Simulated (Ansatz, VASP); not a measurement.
One calculation of Mg, two programs

```
Mg
1.0
     0.00000    2.18621    2.18621
     2.18621    0.00000    2.18621
     2.18621    2.18621    0.00000
Mg
1
Cartesian
  0.0000 0.0000 0.0000
```

Alike in both runs: task single point; functional revPBE; k mesh 13 × 13 × 13; occupations fermi-dirac, width 0.1 eV; no spin polarisation.

|  | VASP | Ansatz |
| --- | --- | --- |
| version | VASP 6.6.1 | Ansatz 0.2.0 |
| potentials or method | VASP PAW PBE potentials, release 64 (Mg), cutoff 520 eV | plane waves (420 eV) with PAW, scalar-relativistic |
| valence electrons in the cell | 2 | 10 |

|  | VASP | Ansatz | Ansatz less VASP |
| --- | --- | --- | --- |
| pressure (GPa) | 5.4 | 5.6 | +0.19 |

VASP's potentials were made for PBE, not for revPBE. The functional is the same, so the differences come from potentials, cutoffs and numerics. VASP's potentials hold 2 valence electrons a cell and Ansatz's 10, so a difference there can come from the potentials and not from the codes.
